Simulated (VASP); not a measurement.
Crystal: BaB.

```
CELL_PARAMETERS angstrom
0.00000 3.08279 3.08279
3.08279 0.00000 3.08279
3.08279 3.08279 0.00000
ATOMIC_POSITIONS crystal
Ba 0.50000 0.50000 0.50000
B 0.00000 0.00000 0.00000
```

Base run:

- Program: VASP 6.6.1
- Functional: PBE
- Potentials or basis: VASP PAW PBE potentials, release 64 (Ba_sv, B)
- Cutoff: 520 eV
- k mesh: 10 × 10 × 10
- Occupations: gaussian, width 0.05 eV
- Spin: no spin polarisation

Its results: pressure 0.5 GPa.

Q: The run is repeated on the same cell with these changes: functional from PBE to LDA; potentials or basis from VASP PAW PBE potentials, release 64 (Ba_sv, B) to VASP PAW LDA potentials, release 64 (Ba_sv, B). What comes out?

A: Pressure -2.3 GPa.
